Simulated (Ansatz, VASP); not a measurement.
# Two plane-wave programs on TaAg3

INCAR

```
SYSTEM = TaAg3
PREC = Accurate
ENCUT = 600
EDIFF = 1E-6
ISMEAR = 0
SIGMA = 0.1
LREAL = .False.
LASPH = .True.
NELM = 60
ALGO = Fast
ISIF = 3
LWAVE = .False.
LCHARG = .False.
GGA = PE
IBRION = 2
NSW = 100
EDIFFG = -0.01
```

KPOINTS

```
Automatic mesh
0
Gamma
  12 12 12
  0 0 0
```

POSCAR

```
TaAg3
1.0
    4.1911037351      0.0000000000      0.0000000000
    0.0000000000      4.1911037351      0.0000000000
    0.0000000000      0.0000000000      4.1911037351
Ta Ag
1 3
Direct
    0.0000000000      0.0000000000      0.0000000000
    0.0000000000      0.5000000000      0.5000000000
    0.5000000000      0.0000000000      0.5000000000
    0.5000000000      0.5000000000      0.0000000000
```

Input for Ansatz:

```yaml
crystal:
  lattice:
    - [4.1911037351, 0.0, 0.0]
    - [0.0, 4.1911037351, 0.0]
    - [0.0, 0.0, 4.1911037351]
  atoms:
    - { symbol: Ta, position: [0.0, 0.0, 0.0] }
    - { symbol: Ag, position: [0.0, 0.5, 0.5] }
    - { symbol: Ag, position: [0.5, 0.0, 0.5] }
    - { symbol: Ag, position: [0.5, 0.5, 0.0] }
basis:
  ecutwfc: 420
kpoints:
  mp_grid: { grid: [12, 12, 12] }
hamiltonian:
  xc: pbe
scf:
  occupations: { method: gaussian, width: 0.1 }
output:
  forces: true
  stress: true
  eigenvalues: true
relax:
  adjacent_minimum: "off"
  f_tol: 0.01
  max_steps: 80
  cell: { stress_tol: 0.05 }
```

Alike in both runs: task relaxation of cell and atoms; functional PBE; k mesh 12 × 12 × 12; occupations gaussian, width 0.1 eV; no spin polarisation.

|  | VASP | Ansatz |
| --- | --- | --- |
| version | VASP 6.6.1 | Ansatz 0.2.0 |
| potentials or method | VASP PAW PBE potentials, release 64 (Ta_pv, Ag), cutoff 600 eV | scalar-relativistic, plane waves, PAW |
| valence electrons in the cell | 44 | 70 |

```csv
,VASP,Ansatz,Ansatz less VASP
"gap on the k mesh at the Fermi level, each at its own relaxed structure (eV)",none,none,-
relaxed volume (Å³/atom),18.06,18.07,+0.012
relaxed cell length with the largest relative difference (Å),4.165,4.166,+0.0009
```

A gap of «none» marks a metal or a gap that the smearing closes. VASP's potentials hold 44 valence electrons a cell and Ansatz's 70, so a difference there can come from the potentials and not from the codes.

Neither program's run includes spin-orbit coupling.
